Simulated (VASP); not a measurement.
# C in VASP: a series of runs

Runs on C. Level: LDA. Tasks: single point.

Everything below comes from runs of VASP 6.6.1. Logs are shortened: lines on timing, memory, paths and dates and some standing lists are left out, and cuts for length are marked.

## 1. The cell of the first run

The cell holds a slab with vacuum, 6 atoms: a = 2.497 Å, b = 2.497 Å, c = 20.415 Å, α = 90.00°, β = 90.00°, γ = 90.00°.

## 2. Single point, LDA

INCAR

```
SYSTEM = C
ALGO = Normal
DIPOL = 0.5 0.5 0.500
EDIFF = 1E-7
ENCUT = 520
IDIPOL = 3
ISIF = 2
ISMEAR = -1
LASPH = .True.
LCHARG = .False.
LDIPOL = .True.
LREAL = .False.
LWAVE = .False.
NBANDS = 21
NELM = 60
PREC = Accurate
SIGMA = 0.02
```

KPOINTS

```
k-points
0
Gamma
  10 10 1
  0 0 0
```

POSCAR

```
C
1.0
    2.4973237396      0.0000000000      0.0000000000
    0.0000000000      2.4973237396      0.0000000000
    0.0000000000      0.0000000000     20.4147000000
C
6
Direct
    0.7500000000      0.0000000000      0.3918748162
    0.2500000000      0.0000000000      0.4351248897
    0.2500000000      0.5000000000      0.4783749632
    0.7500000000      0.5000000000      0.5216250368
    0.7500000000      0.0000000000      0.5648751103
    0.2500000000      0.0000000000      0.6081251838
```

Potentials or basis: VASP PAW LDA potentials, release 64 (C).

The run is started by

```sh
$ cat potpaw_LDA.64/C/POTCAR > POTCAR
$ mpirun -np 1 vasp_std > vasp.out
```

OUTCAR:

```text
SYSTEM = C
   EDIFF = 1E-7
   ENCUT = 520
   ISIF = 2
   ISMEAR = -1
   LASPH = .True.
   LREAL = .False.
   NELM = 60
   PREC = Accurate

 ion  position               nearest neighbor table
   1  0.750  0.000  0.392-   2 1.53   2 1.53
   2  0.250  0.000  0.435-   1 1.53   3 1.53   3 1.53   1 1.53
   3  0.250  0.500  0.478-   2 1.53   2 1.53   4 1.53   4 1.53
   4  0.750  0.500  0.522-   5 1.53   5 1.53   3 1.53   3 1.53
   5  0.750  0.000  0.565-   4 1.53   6 1.53   4 1.53   6 1.53
   6  0.250  0.000  0.608-   5 1.53   5 1.53

  LATTYP: Found a simple tetragonal cell.
 ALAT       =     2.4973237396
 C/A-ratio  =     8.1746309765

  Lattice vectors:

 A1 = (   2.4973237396,   0.0000000000,   0.0000000000)
 A2 = (   0.0000000000,   2.4973237396,   0.0000000000)
 A3 = (   0.0000000000,   0.0000000000,  20.4147000000)

Analysis of symmetry for initial positions (statically):
=====================================================================
 Subroutine PRICEL returns:
 Original cell was already a primitive cell.

 Routine SETGRP: Setting up the symmetry group for a
 simple tetragonal supercell.

 Subroutine GETGRP returns: Found  8 space group operations
 (whereof  4 operations were pure point group operations)
 out of a pool of 16 trial point group operations.

The static configuration has the point symmetry C_2h.
 The point group associated with its full space group is D_2h.

Analysis of symmetry for dynamics (positions and initial velocities):
=====================================================================
 Subroutine PRICEL returns:
 Original cell was already a primitive cell.

 Routine SETGRP: Setting up the symmetry group for a
 simple tetragonal supercell.

 Subroutine GETGRP returns: Found  8 space group operations
 (whereof  4 operations were pure point group operations)
 out of a pool of 16 trial point group operations.

The dynamic configuration has the point symmetry C_2h.
 The point group associated with its full space group is D_2h.

 Subroutine INISYM returns: Found  8 space group operations
 (whereof  4 operations are pure point group operations),
 and found     1 'primitive' translations

----------------------------------------------------------------------------------------

                                     Primitive cell

  volume of cell :     127.3188
[... 103 lines left out ...]
   ISIF   =      2    stress and relaxation
   ISYM   =      2    0-nonsym 1-usesym 2-fastsym
   POTIM  = 0.5000    time-step for ionic-motion
   TEBEG  =    0.0;   TEEND  =   0.0 temperature during run
   PSTRESS=    0.0 pullay stress
   NELECT =      24.0000    total number of electrons
   NUPDOWN=      -1.0000    fix difference up-down
   EMIN   =  10.00;   EMAX   =-10.00  energy-range for DOS
   EFERMI =   0.00;   METHOD = LEGACY
   ISMEAR =    -1;   SIGMA  =   0.02  broadening in eV -4-tet -1-fermi 0-gaus
   EFERMI_NEDOS =   21; number of points for ismear=-14 and -15
   IALGO  =     38    algorithm
   IMIX   =      4    mixing-type and parameters
     AMIX     =   0.40;   BMIX     =  1.00
     AMIX_MAG =   1.60;   BMIX_MAG =  1.00
  volume/ion in A,a.u.               =      21.22       143.20
  Fermi-wavevector in a.u.,A,eV,Ry     =   0.938673  1.773835 11.988190  0.881107
  Thomas-Fermi vector in A             =   2.065908
   LORBIT       =      0    0 simple, 1 ext, 2 COOP (PROOUT), +10 PAW based schemes
   GGA     = CA    functional components
   LHFCALC =     F    Hartree Fock is set to
   AEXX    =    0.0000 exact exchange contribution
   IVDW    =     0    specifies the selected vdW correction
   LEPSILON=     F    determine dielectric tensor
   LRPA    =     F    only Hartree local field effects (RPA)
 non-spin polarized calculation
  energy-cutoff  :      520.00
  volume of cell :      127.32
 maximum number of plane-waves:      3495
   NGX =  9   NGY =  9   NGZ = 75

 dipolmoment           0.000000      0.000000      0.000000 electrons x Angstroem

 number of electron      24.0000004 magnetization

 dipolmoment           0.000000      0.000000     -0.000000 electrons x Angstroem

 Free energy of the ion-electron system (eV)
  ---------------------------------------------------
  ext. energy  EPLUGINS =         0.00000000
  ---------------------------------------------------
  free energy    TOTEN  =       -53.28087864 eV

  energy without entropy =      -53.27997654  energy(sigma->0) =      -53.28042759

 E-fermi :  -3.0955     XC(G=0):  -4.6987

 val. band max:       -3.1066160418   @ k =   0.5000   0.5000   0.0000
 cond. band min:      -3.0101730054   @ k =   0.0000   0.5000   0.0000
 fundamental gap:      0.0964430364
 Fermi energy:        -3.0955121743

 k-point     1 :       0.0000    0.0000    0.0000
  band No.  band energies     occupation
      1     -23.7182      2.00000
      2     -20.9353      2.00000
      3     -17.0289      2.00000
      4     -12.4308      2.00000
      5      -8.5968      2.00000
      6      -8.5341      2.00000
[... 565 lines left out ...]
     20       8.6379      0.00000
     21       8.9165      0.00000

 [... further k-points ...]

------------------------ aborting loop because EDIFF is reached ----------------------------------------

 vacuum level on the upper side and lower side of the slab       (xc-potential included)        -0.068        -0.068

  FORCE on cell =-STRESS in cart. coord.  units (eV):
  Direction    XX          YY          ZZ          XY          YZ          ZX
  --------------------------------------------------------------------------------------
  -------------------------------------------------------------------------------------
  Total       -1.8854270     -8.4539466     -4.0182199      0.0000000      0.0000000     -0.0000000
  in kB      -23.7261684   -106.3842630    -50.5651834      0.0000000      0.0000000     -0.0000000
  external PRESSURE =     -60.2252049 kB  Pullay stress =       0.0000000 kB

 VOLUME and BASIS-vectors are now :
 -----------------------------------------------------------------------------
  energy-cutoff  :      520.00
  volume of cell :      127.32
      direct lattice vectors                 reciprocal lattice vectors
     2.497323740  0.000000000  0.000000000     0.400428661  0.000000000  0.000000000
     0.000000000  2.497323740  0.000000000     0.000000000  0.400428661  0.000000000
     0.000000000  0.000000000 20.414700000     0.000000000  0.000000000  0.048984310

 POSITION                                       TOTAL-FORCE (eV/Angst)
 -----------------------------------------------------------------------------------
      1.87299      0.00000      8.00001         0.000000     -0.000000      2.364951
      0.62433      0.00000      8.88294         0.000000     -0.000000     -2.604265
      0.62433      1.24866      9.76588        -0.000000      0.000000      0.476249
      1.87299      1.24866     10.64882        -0.000000     -0.000000     -0.476249
      1.87299      0.00000     11.53176        -0.000000     -0.000000      2.604265
      0.62433      0.00000     12.41469        -0.000000     -0.000000     -2.364951
 -----------------------------------------------------------------------------------
    total drift:                                0.000000      0.000000     -0.000000

  FREE ENERGIE OF THE ION-ELECTRON SYSTEM (eV)
  ---------------------------------------------------
  free  energy   TOTEN  =       -53.2808786382 eV

  energy  without entropy=      -53.2799765351  energy(sigma->0) =      -53.28042759

 vacuum level on the upper side and lower side of the slab         4.575         4.575
```

OSZICAR:

```text
N       E                     dE             d eps       ncg     rms          rms(c)
DAV:   1     0.151650106727E+03    0.15165E+03   -0.10603E+04  1512   0.941E+02
DAV:   2    -0.396843173759E+02   -0.19133E+03   -0.18302E+03  2170   0.223E+02
DAV:   3    -0.549884589716E+02   -0.15304E+02   -0.15035E+02  1974   0.674E+01
[... 14 lines left out ...]
DAV:  18    -0.532808747557E+02   -0.12098E-05   -0.17333E-07  1719   0.942E-04    0.250E-04
DAV:  19    -0.532808770357E+02   -0.22800E-05   -0.33432E-08  1635   0.575E-04    0.191E-04
DAV:  20    -0.532808781620E+02   -0.11264E-05   -0.20034E-08  1639   0.388E-04    0.786E-05
DAV:  21    -0.532808785971E+02   -0.43503E-06   -0.11097E-08  1642   0.270E-04    0.424E-05
DAV:  22    -0.532808786382E+02   -0.41084E-07   -0.62216E-10  1559   0.104E-04
   1 F= -.53280879E+02 E0= -.53280428E+02  d E =-.902103E-03
```

Wall time 4 min (1 thread of Intel Xeon 8259CL, shared host); peak memory 0.22 GiB.

What came out:

| Quantity | Value |
| --- | --- |
| Free energy | -53.2809 eV |
| Largest force | 2.604 eV/Å |
| Band gap on the k mesh | zero (bands 12 and 13 overlap by 0.49 eV) |

Forces on the atoms (eV/Å):
```
C    0.000  0.000  2.365
C    0.000  0.000 -2.604
C    0.000  0.000  0.476
C    0.000  0.000 -0.476
C    0.000  0.000  2.604
C    0.000  0.000 -2.365
```

## 3. Single point, LDA

INCAR

```
SYSTEM = C
  PREC = Accurate
  ENCUT = 520
  EDIFF = 1E-6
  ISMEAR = -1
  SIGMA = 0.02
  LREAL = .False.
  LASPH = .True.
  NELM = 100
  ALGO = Normal
  ISIF = 2
  LWAVE = .False.
  LCHARG = .True.
  LDIPOL = .True.
  IDIPOL = 3
  DIPOL = 0.5 0.5 0.500
  GGA = CA
  LELF = .True.
  LVHAR = .True.
  LVACPOTAV = .True.
  NBANDS = 21
```

KPOINTS

```
Automatic mesh
0
Gamma
  10 10 1
  0 0 0
```

POSCAR is that of step 2.

Potentials or basis: VASP PAW LDA potentials, release 64 (C).

The run is started by

```sh
$ cat potpaw_LDA.64/C/POTCAR > POTCAR
$ mpirun -np 1 vasp_std > vasp.out
```

Wall time 3.5 min (1 thread of Intel Xeon 8259CL, shared host); peak memory 0.22 GiB.

The run converged. Its results:

```
Free energy            : -53.2809 eV
Largest force          : 2.604 eV/Å
Band gap on the k mesh : zero (bands 12 and 13 overlap by 0.49 eV)
```

Forces in eV/Å, atoms in the order of the input:
```
C    0.000  0.000  2.365
C    0.000  0.000 -2.604
C    0.000  0.000  0.476
C    0.000  0.000 -0.476
C    0.000  0.000  2.604
C    0.000  0.000 -2.365
```

Levels at points of the mesh, in eV from the Fermi level:
| k point | band 9 | band 10 | band 11 | band 12 | band 13 | band 14 | band 15 | band 16 |
| --- | --- | --- | --- | --- | --- | --- | --- | --- |
| (0.00, 0.00, 0.00) | -2.80 | -0.91 | -0.76 | 0.31 | 3.03 | 4.93 | 5.02 | 5.09 |
| (0.50, 0.00, 0.00) | -2.80 | -2.80 | -1.09 | -1.09 | 4.45 | 4.45 | 8.47 | 8.47 |
| (0.00, 0.50, 0.00) | -2.20 | -2.07 | -1.47 | -0.02 | 0.09 | 0.82 | 8.53 | 9.39 |
| (0.50, 0.50, 0.00) | -6.63 | -6.63 | -1.53 | -1.53 | -0.01 | -0.01 | 7.62 | 7.62 |

## 4. Single point, LDA

INCAR

```
  ALGO = Normal
  DIPOL = 0.5 0.5 0.500
  EDIFF = 1E-6
  ENCUT = 520
  IDIPOL = 3
  ISIF = 2
  ISMEAR = -1
  LASPH = True
  LCHARG = True
  LDIPOL = True
  LELF = True
  LREAL = False
  LVACPOTAV = True
  LVHAR = True
  LWAVE = False
  NBANDS = 21
  NELM = 80
  PREC = Accurate
  SIGMA = 0.02
```

KPOINTS

```
k-points
0
Gamma
  10 10 1
```

POSCAR

```
C
1.0
    2.4973237396      0.0000000000      0.0000000000
    0.0000000000      2.4973237396      0.0000000000
    0.0000000000      0.0000000000     20.4147000000
C
6
Direct
    0.7500000000      0.0000000000      0.3957557679
    0.2500000000      0.0000000000      0.4335309330
    0.2500000000      0.5000000000      0.4790649579
    0.7500000000      0.5000000000      0.5209350419
    0.7500000000      0.0000000000      0.5664690646
    0.2500000000      0.0000000000      0.6042442347
```

The run is started by

```sh
$ cat potpaw_LDA.64/C/POTCAR > POTCAR
$ mpirun -np 1 vasp_std > vasp.out
```

Wall time 3.3 min (1 thread of Intel Xeon 8259CL, shared host); peak memory 0.22 GiB.

The run converged. Its results:

| Item | Value |
| --- | --- |
| Free energy | -53.5508 eV |
| Largest force | 0.075 eV/Å |
| Band gap on the k mesh | zero (bands 12 and 13 overlap by 0.62 eV) |

Forces in eV/Å, atoms in the order of the input:
```
C    0.000  0.000 -0.075
C    0.000  0.000  0.006
C    0.000  0.000 -0.011
C    0.000  0.000  0.011
C    0.000  0.000 -0.006
C    0.000  0.000  0.075
```

Levels at points of the mesh, in eV from the Fermi level:
```tsv
k point	band 10	band 11	band 12	band 13	band 14	band 15
(0.00, 0.00, 0.00)	-2.04	-0.83	0.34	2.36	4.57	4.74
(0.50, 0.00, 0.00)	-2.85	-1.28	-1.28	3.93	3.93	8.41
(0.00, 0.50, 0.00)	-3.60	-1.55	-0.05	0.23	1.00	7.96
(0.50, 0.50, 0.00)	-7.14	-2.00	-2.00	-0.12	-0.12	7.32
```

The gap in the log of VASP goes by the Fermi energy; the results here count the filled bands.